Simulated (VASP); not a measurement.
The system is TiSi3W.

```
Ti Si W
1.0
     4.92578    0.00000    0.00000
    -2.46289    4.26585    0.00000
     0.00000    0.00000    4.86885
Ti Si W
1 3 1
Direct
  0.00000 0.00000 0.50000
  0.50000 0.00000 0.50000
  0.00000 0.50000 0.50000
  0.50000 0.50000 0.50000
  0.00000 0.00000 0.00000
```

The cell was generated, and may not be a known phase.

```yaml
Program: VASP 6.6.1
Task: relaxation of cell and atoms
Functional: PBE
Potentials_or_basis: VASP PAW PBE potentials, release 64 (Ti_sv, Si, W_sv)
Cutoff: 600 eV
k_mesh: 6 × 6 × 4
Occupations: gaussian, width 0.1 eV
Spin: no spin polarisation
```

At the start: pressure -1.2 GPa; volume 20.46 Å³/atom.

**Question.** Where does the relaxation end?

**Answer.** Over 5 steps the energy falls by 21.4 meV/atom and the volume is 19.82 Å³/atom (-3.1 %); space group P6/mmm (No. 191, to 0.1 Å) before and after.

Step by step:
```
step  energy change (eV)  largest force (eV/Å)  pressure (GPa)  volume (Å³)
   1              0.0000                0.0000           -1.18       102.31
   2             -0.1047                0.0000           -0.80       100.00
   3             -0.1047                0.0000           -0.79       100.00
   4             -0.1061                0.0000            0.53        98.51
   5             -0.1071                0.0000            0.01        99.09
```

Final structure:
```
Ti Si W
1.0
     4.95941    0.00000    0.00000
    -2.47971    4.29498    0.00000
     0.00000    0.00000    4.65207
Ti Si W
1 3 1
Direct
  0.00000 0.00000 0.50000
  0.50000 0.00000 0.50000
  0.00000 0.50000 0.50000
  0.50000 0.50000 0.50000
  0.00000 0.00000 0.00000
```
